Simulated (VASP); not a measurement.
A run of VASP 6.6.1:

The input INCAR:

```
PREC = Accurate ; ENCUT = 520
EDIFF = 1E-6 ; ISMEAR = 0
SIGMA = 0.15 ; LREAL = False
LASPH = True ; NELM = 80
ALGO = Fast ; ISIF = 2
LWAVE = False ; LCHARG = False
GGA = PE ; NBANDS = 18
```

The input KPOINTS:

```
Automatic mesh
0
Gamma
  16 16 12
```

POSCAR

```
Au
1.0
    0.0000000000     -2.0455000000     -2.0455000000
    0.0000000000      2.0455000000     -2.0455000000
    4.0910000000      0.0000000000      0.0000000000
Au
2
Direct
    0.5000000000      0.5000000000      0.5427768272
    0.0000000000      0.0000000000     -0.0427768272
```

Potentials or basis: VASP PAW PBE potentials, release 64 (Au).

Command:

```sh
$ cat potpaw_PBE.64/Au/POTCAR > POTCAR
$ mpirun -np 1 vasp_std > vasp.out
```

Hardware: 1 thread of Intel Xeon 8259CL, with other jobs on the host.

Q: Estimate the wall time of this run.

A: Wall time 3.1 min on 1 thread of Intel Xeon 8259CL, with other jobs on the host, peak memory 0.27 GiB. Counts: scf iterations 13, k points 315.
